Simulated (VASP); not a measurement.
# MgO in VASP: a series of runs, part 2 of 2

VASP 6.6.1. The steps go on from the part before.

### Step 4. Relaxation of cell and atoms, PBEsol, target pressure -3 GPa, at which the enthalpy is minimised

This run uses another cell than the first one, of 9.36 Å³/atom, 0.961 times its volume.

INCAR

```
PREC     = Accurate       # precision mode
ENCUT    = 600            # plane-wave cutoff, eV
EDIFF    = 1E-6           # SCF threshold, eV
ISMEAR   = 0              # smearing method
SIGMA    = 0.01           # smearing width, eV
LREAL    = F              # projectors in reciprocal space
LASPH    = T              # aspherical terms in the spheres
NELM     = 100            # most SCF steps
ALGO     = Normal         # electronic algorithm
ISIF     = 3              # what is computed and relaxed
LWAVE    = F              # write WAVECAR
LCHARG   = F              # write CHGCAR
GGA      = PS             # functional
IBRION   = 2              # ionic algorithm
NSW      = 80             # ionic steps
EDIFFG   = -0.001         # ionic threshold
PSTRESS  = -30.0
```

KPOINTS

```
Automatic mesh
0
Gamma
  10 10 10
```

POSCAR

```
MgO
1.0
    0.0000000000      2.1070853429      2.1070853429
    2.1070853429      0.0000000000      2.1070853429
    2.1070853429      2.1070853429      0.0000000000
Mg O
1 1
Direct
    0.0000000000      0.0000000000      0.0000000000
    0.5000000000      0.5000000000      0.5000000000
```

Potentials or basis: VASP PAW PBE potentials, release 64 (Mg, O).

Launch:

```
cat potpaw_PBE.64/Mg/POTCAR potpaw_PBE.64/O/POTCAR > POTCAR
mpirun -np 1 vasp_std > vasp.out
```

OUTCAR:

```text
PREC = Accurate
   ENCUT = 600
   EDIFF = 1E-6
   ISMEAR = 0
   LREAL = F
   LASPH = T
   NELM = 100
   ISIF = 3
   GGA = PS
   IBRION = 2
   NSW = 80
   EDIFFG = -0.001
   PSTRESS = -30.0

 ion  position               nearest neighbor table
   1  0.000  0.000  0.000-   2 2.11   2 2.11   2 2.11   2 2.11   2 2.11   2 2.11
   2  0.500  0.500  0.500-   1 2.11   1 2.11   1 2.11   1 2.11   1 2.11   1 2.11

  LATTYP: Found a face centered cubic cell.
 ALAT       =     4.2141706858

  Lattice vectors:

 A1 = (   0.0000000000,   2.1070853429,   2.1070853429)
 A2 = (   2.1070853429,   0.0000000000,   2.1070853429)
 A3 = (   2.1070853429,   2.1070853429,   0.0000000000)

Analysis of symmetry for initial positions (statically):
=====================================================================
 Subroutine PRICEL returns:
 Original cell was already a primitive cell.

 Routine SETGRP: Setting up the symmetry group for a
 face centered cubic supercell.

 Subroutine GETGRP returns: Found 48 space group operations
 (whereof 48 operations were pure point group operations)
 out of a pool of 48 trial point group operations.

The static configuration has the point symmetry O_h .

Analysis of symmetry for dynamics (positions and initial velocities):
=====================================================================
 Subroutine PRICEL returns:
 Original cell was already a primitive cell.

 Routine SETGRP: Setting up the symmetry group for a
 face centered cubic supercell.

 Subroutine GETGRP returns: Found 48 space group operations
 (whereof 48 operations were pure point group operations)
 out of a pool of 48 trial point group operations.

The dynamic configuration has the point symmetry O_h .

 Subroutine INISYM returns: Found 48 space group operations
 (whereof 48 operations are pure point group operations),
[... 119 lines left out ...]
  Thomas-Fermi vector in A             =   2.368065
   LORBIT       =      0    0 simple, 1 ext, 2 COOP (PROOUT), +10 PAW based schemes
   GGA     = PS    functional components
   LHFCALC =     F    Hartree Fock is set to
   AEXX    =    0.0000 exact exchange contribution
   IVDW    =     0    specifies the selected vdW correction
   LEPSILON=     F    determine dielectric tensor
   LRPA    =     F    only Hartree local field effects (RPA)
 conjugate gradient relaxation of ions
 non-spin polarized calculation
 Gauss-broadening in eV      SIGMA  =   0.01
  energy-cutoff  :      600.00
  volume of cell :       18.71
 maximum number of plane-waves:       636
   NGX = 11   NGY = 11   NGZ = 11

--------------------------------------- Ionic step        1  -------------------------------------------

 number of electron       8.0000005 magnetization

 Free energy of the ion-electron system (eV)
  ---------------------------------------------------
  ext. energy  EPLUGINS =         0.00000000
  ---------------------------------------------------
  free energy    TOTEN  =       -12.51544619 eV

  energy without entropy =      -12.51544619  energy(sigma->0) =      -12.51544619

------------------------ aborting loop because EDIFF is reached ----------------------------------------

  FORCE on cell =-STRESS in cart. coord.  units (eV):
  Direction    XX          YY          ZZ          XY          YZ          ZX
  --------------------------------------------------------------------------------------
  -------------------------------------------------------------------------------------
  Total       -0.0850221     -0.0850221     -0.0850221      0.0000000      0.0000000      0.0000000
  in kB       -7.2805797     -7.2805797     -7.2805797      0.0000000      0.0000000      0.0000000
  external PRESSURE =      22.7194203 kB  Pullay stress =     -30.0000000 kB
[... 63 lines left out ...]
--------------------------------------- Ionic step        3  -------------------------------------------

 number of electron       8.0000005 magnetization

 Free energy of the ion-electron system (eV)
  ---------------------------------------------------
  ext. energy  EPLUGINS =         0.00000000
  ---------------------------------------------------
  free energy    TOTEN  =       -12.51213844 eV

  energy without entropy =      -12.51213844  energy(sigma->0) =      -12.51213844

 E-fermi :   3.0413     XC(G=0): -11.2305

 val. band max:        2.9429204270   @ k =   0.0000   0.0000   0.0000
 cond. band min:       7.4209985335   @ k =   0.0000   0.0000   0.0000
 fundamental gap:      4.4780781065
 Fermi energy:         3.0413210060

 k-point     1 :       0.0000    0.0000    0.0000
  band No.  band energies     occupation
      1     -14.1775      2.00000
      2       2.9429      2.00000
      3       2.9429      2.00000
      4       2.9429      2.00000
      5       7.4210      0.00000
      6      18.4856      0.00000
      7      18.4856      0.00000
      8      18.4856      0.00000
[... 243 lines left out ...]
 k-point    24 :       0.4000    0.3000    0.0000
  band No.  band energies     occupation
      1     -12.9500      2.00000
      2      -0.6301      2.00000
      3       1.6438      2.00000
      4       1.8633      2.00000
      5      12.2574      0.00000
      6      12.8916      0.00000
      7      16.2503      0.00000
      8      20.7738      0.00000

 [... further k-points ...]
[... 5 lines left out ...]
  --------------------------------------------------------------------------------------
  -------------------------------------------------------------------------------------
  Total       -0.3558224     -0.3558224     -0.3558224     -0.0000000     -0.0000000     -0.0000000
  in kB      -30.0165126    -30.0165126    -30.0165126     -0.0000000     -0.0000000     -0.0000000
  external PRESSURE =      -0.0165126 kB  Pullay stress =     -30.0000000 kB
[... 21 lines left out ...]
  energy  without entropy=      -12.5121384382  energy(sigma->0) =      -12.51213844

  enthalpy is  TOTEN    =       -12.8677651311 eV   P V=       -0.3556266929

 reached required accuracy - stopping structural energy minimisation
```

OSZICAR:

```text
N       E                     dE             d eps       ncg     rms          rms(c)
DAV:   1     0.176843429008E+02    0.17684E+02   -0.51591E+03   840   0.100E+03
DAV:   2    -0.134058391125E+02   -0.31090E+02   -0.29738E+02   944   0.155E+02
DAV:   3    -0.138985324986E+02   -0.49269E+00   -0.49269E+00   904   0.214E+01
[... 18 lines left out ...]
DAV:   1    -0.125130929469E+02   -0.25875E-02   -0.20542E-02   752   0.147E+00    0.233E-01
DAV:   2    -0.125121550796E+02    0.93787E-03   -0.69762E-03   752   0.615E-01    0.227E-02
DAV:   3    -0.125121419054E+02    0.13174E-04   -0.64291E-05   848   0.965E-02    0.141E-02
DAV:   4    -0.125121382114E+02    0.36939E-05   -0.51412E-06   776   0.238E-02    0.317E-03
DAV:   5    -0.125121384382E+02   -0.22676E-06   -0.61614E-07   424   0.624E-03
   3 F= -.12867765E+02 E0= -.12867765E+02  d E =-.198110E-02
```

CONTCAR:

```text
MgO
   1.00000000000000
     0.0000000000000000    2.1176355919386718    2.1176355919386718
     2.1176355919386718    0.0000000000000000    2.1176355919386718
     2.1176355919386718    2.1176355919386718   -0.0000000000000000
  Mg              O
     1     1
Direct
     0.0000000000000000    0.0000000000000000    0.0000000000000000
     0.5000000000000000    0.5000000000000000    0.5000000000000000

  0.00000000E+00  0.00000000E+00  0.00000000E+00
  0.00000000E+00  0.00000000E+00  0.00000000E+00
```

Wall time 19 s (1 thread of Intel Xeon Platinum 8375C at 2.90GHz (Ice Lake), shared host); peak memory 0.15 GiB.

What came out:

```yaml
Free_energy: -12.5121 eV
Relaxed_volume: 9.50 Å³/atom
Relaxed_cell: a = 2.995 Å, b = 2.995 Å, c = 2.995 Å, α = 60.00°, β = 60.00°, γ = 60.00°
Space_group_after_relaxing_to_0.05_Å: Fm-3m (No. 225)
Energy_change_on_relaxing_the_enthalpy_is_what_falls: +1.7 meV/atom
Ionic_steps: 3
Pressure_after_relaxing: -3.0 GPa
Band_gap_on_the_k_mesh: 4.48 eV, direct
```

The path:
| step | energy change (eV) | largest force (eV/Å) | pressure (GPa) | volume (Å³) |
| --- | --- | --- | --- | --- |
| 1 | 0.0000 | 0.0000 | -0.73 | 18.71 |
| 2 | 0.0049 | 0.0000 | -3.60 | 19.07 |
| 3 | 0.0033 | 0.0000 | -3.00 | 18.99 |

Final structure:
```
CELL_PARAMETERS angstrom
0.00000 2.11764 2.11764
2.11764 0.00000 2.11764
2.11764 2.11764 0.00000
ATOMIC_POSITIONS crystal
Mg 0.00000 0.00000 0.00000
O 0.50000 0.50000 0.50000
```

Caveat: the cell is relaxed towards a set pressure, so the enthalpy falls and the energy may rise; the PAW data sets were made with another functional, which shifts forces and pressure a little.

### Step 5. Summary

```csv
task,cell,cutoff (eV),smearing,gap on the mesh (eV),pressure (GPa)
single point,"a = 3.020 Å, angles 60.0°, 2 atoms",520,gaussian 0.02 eV,4.25,-5.6
single point,"a = 3.000 Å, angles 60.0°, 2 atoms",520,gaussian 0.01 eV,4.43,-3.5
relaxation of cell and atoms,"relaxed to -3 GPa from a = 2.980 Å, angles 60.0°, 2 atoms",600,gaussian 0.01 eV,4.48,-3.0
```

Alike in all rows: level PBEsol; potentials or basis VASP PAW PBE potentials, release 64 (Mg, O); no spin polarisation; k mesh 10 × 10 × 10.

Caveats: the PAW data sets were made with another functional, which shifts forces and pressure a little; the cell is relaxed towards a set pressure, so the enthalpy falls and the energy may rise (some runs).

Absolute energies hang on the potentials; compare differences alone.
